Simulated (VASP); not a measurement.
MnS:

```
Mn S
1.0
     3.09904    0.00000    0.00000
     0.00000    3.09904    0.00000
     0.00000    0.00000    3.09904
Mn S
1 1
Cartesian
  1.5495 1.5495 1.5495
  0.0000 0.0000 0.0000
```

Base run:

```yaml
Program: VASP 6.6.1
Functional: r2SCAN
Potentials_or_basis: VASP PAW PBE potentials, release 64 (Mn_pv, S)
Cutoff: 520 eV
k_mesh: 7 × 7 × 7
Occupations: fermi-dirac, width 0.15 eV
Spin: collinear spin, ferromagnetic start
Starting_moments: "[2.8, 0.0] μB"
Hubbard_terms: Mn d U = 2.0 eV
```

Its results: pressure 15.8 GPa; net moment 4.81 μB per cell; site moments Mn +4.45; S +0.12 μB.

Problem. The run is repeated on the same cell with these changes: hubbard terms from Mn d U = 2.0 eV to Mn d U = 6.0 eV. What comes out?

Solution. Pressure 22.0 GPa; net moment 4.94 μB per cell; site moments Mn +4.65; S +0.08 μB.

Caveats: the cell stands under pressure; the PAW data sets were made with another functional, which shifts forces and pressure a little; a cell with one magnetic atom can't hold antiferromagnetic order, which such compounds often take.
